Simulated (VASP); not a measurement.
# CO in VASP: notebook

The runs below take CO through single point, with PBE+D3(BJ).

Everything below comes from runs of VASP 6.6.1. Logs are shortened: lines on timing, memory, paths and dates and some standing lists are left out, and cuts for length are marked.

**1. The cell of the first run**

The cell holds a disordered packing, 12 atoms: a = 7.034 Å, b = 7.034 Å, c = 7.034 Å, α = 90.00°, β = 90.00°, γ = 90.00°.

**2. Single point, PBE+D3(BJ)**

Input file INCAR:

```
SYSTEM = CO
PREC     = Accurate       ! precision mode
ENCUT    = 520            ! plane-wave cutoff, eV
EDIFF    = 1E-6           ! SCF threshold, eV
ISMEAR   = -1             ! smearing method
SIGMA    = 0.02           ! smearing width, eV
LREAL    = .FALSE.        ! projectors in reciprocal space
LASPH    = .TRUE.         ! aspherical terms in the spheres
NELM     = 60             ! most SCF steps
ALGO     = Normal         ! electronic algorithm
ISIF     = 2              ! what is computed and relaxed
LWAVE    = .FALSE.        ! write WAVECAR
LCHARG   = .TRUE.         ! write CHGCAR
GGA      = PE             ! functional
IVDW     = 12             ! dispersion correction
LELF     = .TRUE.         ! ELF
LVHAR    = .TRUE.       
NBANDS   = 42             ! bands
```

Input file KPOINTS:

```
regular mesh
0
G
  1 1 1
  0 0 0
```

Input file POSCAR:

```
CO
1.0
    7.0338500000      0.0000000000      0.0000000000
    0.0000000000      7.0338500000      0.0000000000
    0.0000000000      0.0000000000      7.0338500000
O C
6 6
Direct
    0.9405220547      0.5409746248      0.2969929886
   -0.0252872958      0.1038136619      0.0253162834
    0.2323612428      0.7072656810      0.9295945144
    0.3786302726      0.4456832993      0.3389532303
    0.2555558476      0.0210444042      0.5376207202
    0.6415367720      0.6194789487      0.7003218276
    0.9137688524      0.6981647709      0.3240665184
    0.1029984788      0.1924413654     -0.0165684187
    0.1634818434      0.6384469237      0.8007071705
    0.4834071105      0.4380716483      0.2163402309
    0.3336697726     -0.0327578414      0.4070525692
    0.7218767484      0.6777234132      0.8276851653
```

Potentials or basis: VASP PAW PBE potentials, release 64 (O, C).

Started as:

```
$ cat potpaw_PBE.64/O/POTCAR potpaw_PBE.64/C/POTCAR > POTCAR
$ mpirun -np 1 vasp_gam > vasp.out
```

OUTCAR:

```text
SYSTEM = CO
   PREC = Accurate
   ENCUT = 520
   EDIFF = 1E-6
   ISMEAR = -1
   LREAL = .FALSE.
   LASPH = .TRUE.
   NELM = 60
   ISIF = 2
   GGA = PE
   IVDW = 12
 IVDW          = 12

 ion  position               nearest neighbor table
   1  0.941  0.541  0.297-   7 1.14
   2  0.975  0.104  0.025-   8 1.14
   3  0.232  0.707  0.930-   9 1.14
   4  0.379  0.446  0.339-  10 1.14
   5  0.256  0.021  0.538-  11 1.14
   6  0.642  0.619  0.700-  12 1.14
   7  0.914  0.698  0.324-   1 1.14
   8  0.103  0.192  0.983-   2 1.14
   9  0.163  0.638  0.801-   3 1.14
  10  0.483  0.438  0.216-   4 1.14
  11  0.334  0.967  0.407-   5 1.14
  12  0.722  0.678  0.828-   6 1.14

  LATTYP: Found a simple cubic cell.
 ALAT       =     7.0338500000

  Lattice vectors:

 A1 = (   7.0338500000,   0.0000000000,   0.0000000000)
 A2 = (   0.0000000000,   7.0338500000,   0.0000000000)
 A3 = (   0.0000000000,   0.0000000000,   7.0338500000)

Analysis of symmetry for initial positions (statically):
=====================================================================
 Subroutine PRICEL returns:
 Original cell was already a primitive cell.

 Routine SETGRP: Setting up the symmetry group for a
 simple cubic supercell.

 Subroutine GETGRP returns: Found  1 space group operations
 (whereof  1 operations were pure point group operations)
 out of a pool of 48 trial point group operations.

The static configuration has the point symmetry C_1 .

Analysis of symmetry for dynamics (positions and initial velocities):
=====================================================================
 Subroutine PRICEL returns:
 Original cell was already a primitive cell.

 Routine SETGRP: Setting up the symmetry group for a
 simple cubic supercell.

 Subroutine GETGRP returns: Found  1 space group operations
 (whereof  1 operations were pure point group operations)
 out of a pool of 48 trial point group operations.

The dynamic configuration has the point symmetry C_1 .

 Subroutine INISYM returns: Found  1 space group operations
 (whereof  1 operations are pure point group operations),
 and found     1 'primitive' translations

----------------------------------------------------------------------------------------

                                     Primitive cell

  volume of cell :     348.0001

  direct lattice vectors                    reciprocal lattice vectors
     7.033850000  0.000000000  0.000000000     0.142169651  0.000000000  0.000000000
     0.000000000  7.033850000  0.000000000     0.000000000  0.142169651  0.000000000
     0.000000000  0.000000000  7.033850000     0.000000000  0.000000000  0.142169651

  length of vectors
     7.033850000  7.033850000  7.033850000     0.142169651  0.142169651  0.142169651

  position of ions in fractional coordinates (direct lattice)
     0.940522055  0.540974625  0.296992989
     0.974712704  0.103813662  0.025316283
     0.232361243  0.707265681  0.929594514
     0.378630273  0.445683299  0.338953230
     0.255555848  0.021044404  0.537620720
     0.641536772  0.619478949  0.700321828
     0.913768852  0.698164771  0.324066518
     0.102998479  0.192441365  0.983431581
     0.163481843  0.638446924  0.800707170
     0.483407111  0.438071648  0.216340231
     0.333669773  0.967242159  0.407052569
     0.721876748  0.677723413  0.827685165

  ion indices of the primitive-cell ions
   primitive index   ion index
                 1           1
                 2           2
                 3           3
                 4           4
                 5           5
                 6           6
                 7           7
                 8           8
                 9           9
                10          10
                11          11
                12          12

----------------------------------------------------------------------------------------

 KPOINTS: regular mesh

Automatic generation of k-mesh.
 Grid dimensions read from file:
 generate k-points for:    1    1    1

 Generating k-lattice:

  Cartesian coordinates                     Fractional coordinates (reciprocal lattice)
     0.142169651  0.000000000  0.000000000     1.000000000  0.000000000  0.000000000
     0.000000000  0.142169651  0.000000000     0.000000000  1.000000000  0.000000000
     0.000000000  0.000000000  0.142169651     0.000000000  0.000000000  1.000000000

  Length of vectors
     0.142169651  0.142169651  0.142169651

  Shift w.r.t. Gamma in fractional coordinates (k-lattice)
     0.000000000  0.000000000  0.000000000

 Subroutine IBZKPT returns following result:
 ===========================================

 Found      1 irreducible k-points:

 Following reciprocal coordinates:
            Coordinates               Weight
  0.000000  0.000000  0.000000      1.000000
   k-points           NKPTS =      1   k-points in BZ     NKDIM =      1   number of bands    NBANDS=     42
   number of dos      NEDOS =    301   number of ions     NIONS =     12
   total plane-waves  NPLWV = 157464
   dimension x,y,z NGX =    54 NGY =   54 NGZ =   54
   dimension x,y,z NGXF=   108 NGYF=  108 NGZF=  108
   ions per type =               6   6
   NGX,Y,Z   is equivalent  to a cutoff of  12.76, 12.76, 12.76 a.u.
   NGXF,Y,Z  is equivalent  to a cutoff of  25.53, 25.53, 25.53 a.u.
 SYSTEM =  CO
   PREC   = accura    normal or accurate (medium, high low for compatibility)
   ISTART =      0    job   : 0-new  1-cont  2-samecut
   ICHARG =      2    charge: 1-file 2-atom 10-const
   ISPIN  =      1    spin polarized calculation?
   LNONCOLLINEAR =      F non collinear calculations
   LSORBIT =      F    spin-orbit coupling
   LASPH  =      T    aspherical Exc in radial PAW
   ENCUT  =  520.0 eV  38.22 Ry    6.18 a.u.  13.08 13.08 13.08*2*pi/ulx,y,z
   NELM   =     60;   NELMIN=  2; NELMDL= -5     # of ELM steps
   EDIFF  = 0.1E-05   stopping-criterion for ELM
   LREAL  =      F    real-space projection
   EDIFFG = 0.1E-04   stopping-criterion for IOM
   NSW    =      0    number of steps for IOM
   IBRION =     -1    ionic relax: 0-MD 1-quasi-New 2-CG
   NFREE  =      0    steps in history (QN), initial steepest desc. (CG)
   ISIF   =      2    stress and relaxation
   ISYM   =      2    0-nonsym 1-usesym 2-fastsym
   POTIM  = 0.5000    time-step for ionic-motion
   TEBEG  =    0.0;   TEEND  =   0.0 temperature during run
   PSTRESS=    0.0 pullay stress
   NELECT =      60.0000    total number of electrons
   NUPDOWN=      -1.0000    fix difference up-down
   EMIN   =  10.00;   EMAX   =-10.00  energy-range for DOS
   EFERMI =   0.00;   METHOD = LEGACY
   ISMEAR =    -1;   SIGMA  =   0.02  broadening in eV -4-tet -1-fermi 0-gaus
   EFERMI_NEDOS =   21; number of points for ismear=-14 and -15
   IALGO  =     38    algorithm
   IMIX   =      4    mixing-type and parameters
     AMIX     =   0.40;   BMIX     =  1.00
     AMIX_MAG =   1.60;   BMIX_MAG =  1.00
  volume/ion in A,a.u.               =      29.00       195.70
  Fermi-wavevector in a.u.,A,eV,Ry     =   0.911169  1.721859 11.295944  0.830228
  Thomas-Fermi vector in A             =   2.035417
   LORBIT       =      0    0 simple, 1 ext, 2 COOP (PROOUT), +10 PAW based schemes
   GGA     = PE    functional components
   LHFCALC =     F    Hartree Fock is set to
   AEXX    =    0.0000 exact exchange contribution
   IVDW    =    12    specifies the selected vdW correction
   LEPSILON=     F    determine dielectric tensor
   LRPA    =     F    only Hartree local field effects (RPA)
 non-spin polarized calculation
  energy-cutoff  :      520.00
  volume of cell :      348.00
 maximum number of plane-waves:      4718
 NGX is ok and might be reduce to    54
   NGX = 27   NGY = 27   NGZ = 27

 number of electron      60.0000004 magnetization

 Free energy of the ion-electron system (eV)
  ---------------------------------------------------
  ext. energy  EPLUGINS =         0.00000000
  ---------------------------------------------------
  free energy    TOTEN  =       -88.77760343 eV

  energy without entropy =      -88.77760343  energy(sigma->0) =      -88.77760343

 E-fermi :  -5.4613     XC(G=0):  -5.5204

 val. band max:       -5.9791279840   @ k =   0.0000   0.0000   0.0000
 cond. band min:       0.1303345389   @ k =   0.0000   0.0000   0.0000
 fundamental gap:      6.1094625229
 Fermi energy:        -5.4613077656

 k-point     1 :       0.0000    0.0000    0.0000
  band No.  band energies     occupation
      1     -26.7255      2.00000
      2     -26.7101      2.00000
      3     -26.6786      2.00000
      4     -26.6224      2.00000
      5     -26.6040      2.00000
      6     -26.5443      2.00000
[... 34 lines left out ...]
     41       1.1441      0.00000
     42       1.2393      0.00000

------------------------ aborting loop because EDIFF is reached ----------------------------------------

 Edisp (eV)   -0.56324

 E8    (eV) :    -0.1465

  FORCE on cell =-STRESS in cart. coord.  units (eV):
  Direction    XX          YY          ZZ          XY          YZ          ZX
  --------------------------------------------------------------------------------------
  -------------------------------------------------------------------------------------
  Total       1.62759     0.90383     2.29741     0.57624     0.87488    -0.38013
  in kB       7.49334     4.16121    10.57716     2.65297     4.02791    -1.75012
  external pressure =        7.41 kB  Pullay stress =        0.00 kB

 VOLUME and BASIS-vectors are now :
 -----------------------------------------------------------------------------
  energy-cutoff  :      520.00
  volume of cell :      348.00
      direct lattice vectors                 reciprocal lattice vectors
     7.033850000  0.000000000  0.000000000     0.142169651  0.000000000  0.000000000
     0.000000000  7.033850000  0.000000000     0.000000000  0.142169651  0.000000000
     0.000000000  0.000000000  7.033850000     0.000000000  0.000000000  0.142169651

 POSITION                                       TOTAL-FORCE (eV/Angst)
 -----------------------------------------------------------------------------------
      6.61549      3.80513      2.08900         0.102324     -0.626341     -0.127174
      6.85598      0.73021      0.17807        -0.676921     -0.449226      0.196794
      1.63439      4.97480      6.53863         0.365908      0.375534      0.686480
      2.66323      3.13487      2.38415        -0.568451      0.040023      0.685082
      1.79754      0.14802      3.78154        -0.447968      0.303629      0.760258
      4.51247      4.35732      4.92596        -0.460050     -0.336276     -0.726592
      6.42731      4.91079      2.27944        -0.084997      0.634297      0.123370
      0.72448      1.35360      6.91731         0.660331      0.454118     -0.202601
      1.14991      4.49074      5.63205        -0.377915     -0.372412     -0.682765
      3.40021      3.08133      1.52170         0.584459     -0.041149     -0.686910
      2.34698      6.80344      2.86315         0.454313     -0.305831     -0.754902
      5.07757      4.76700      5.82181         0.448967      0.323634      0.728962
 -----------------------------------------------------------------------------------
    total drift:                               -0.000072     -0.000490     -0.001105

  FREE ENERGIE OF THE ION-ELECTRON SYSTEM (eV)
  ---------------------------------------------------
  free  energy   TOTEN  =       -89.3408414553 eV

  energy  without entropy=      -89.3408414553  energy(sigma->0) =      -89.34084146
```

Wall time 51 s (1 thread of Intel Xeon 8259CL, shared host); peak memory 0.36 GiB.

Results:

```yaml
Free_energy: -89.3408 eV
Pressure: 0.7 GPa
Largest_force: 0.933 eV/Å
Dispersion_energy_per_atom: -0.047 eV
```

Forces in eV/Å, atoms in the order of the input:
```
O    0.102 -0.626 -0.127
O   -0.677 -0.449  0.197
O    0.366  0.376  0.686
O   -0.568  0.040  0.685
O   -0.448  0.304  0.760
O   -0.460 -0.336 -0.727
C   -0.085  0.634  0.123
C    0.660  0.454 -0.203
C   -0.378 -0.372 -0.683
C    0.584 -0.041 -0.687
C    0.454 -0.306 -0.755
C    0.449  0.324  0.729
```

Levels at points of the mesh, in eV from the Fermi level:
```
           k point  band 28  band 29  band 30  band 31  band 32  band 33
(0.00, 0.00, 0.00)    -0.75    -0.66    -0.52     5.59     5.71     5.78
```

Caveat: the k points lie up to 0.89 Å⁻¹ apart.

[end of part 1 of 2]
